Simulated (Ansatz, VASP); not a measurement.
Te2Mo in VASP and in Ansatz

```
Te Mo
1.0
     3.64817    0.00000    0.00000
    -1.82409    3.15941    0.00000
     0.00000    0.00000   17.05267
Te Mo
2 1
Direct
  0.33333 0.66667 0.89759
  0.33333 0.66667 0.10241
  0.00000 0.00000 0.00000
```

Alike in both runs: task single point; functional PBEsol; k mesh 12 × 12 × 2; occupations gaussian, width 0.02 eV; no spin polarisation.

```csv
,VASP,Ansatz
version,VASP 6.6.1,Ansatz 0.2.0
potentials or method,"VASP PAW PBE potentials, release 64 (Te, Mo_sv), cutoff 520 eV","scalar-relativistic, plane waves, PAW"
valence electrons in the cell,26,46
```

```csv
,VASP,Ansatz,Ansatz less VASP
gap on the k mesh at the Fermi level (eV),0.85,0.86,+0.002
least direct gap on the mesh (eV),0.85,0.86,+0.002
rms of the force components (eV/Å),0.014,0.000,-0.0143
```

VASP's potentials were made for PBE, not for PBEsol. Atom by atom the forces differ by 0.014 eV/Å (rms over components). The functional is the same, so the differences come from potentials, cutoffs and numerics. VASP's potentials hold 26 valence electrons a cell and Ansatz's 46, so a difference there can come from the potentials and not from the codes.

Spin-orbit coupling is off throughout.
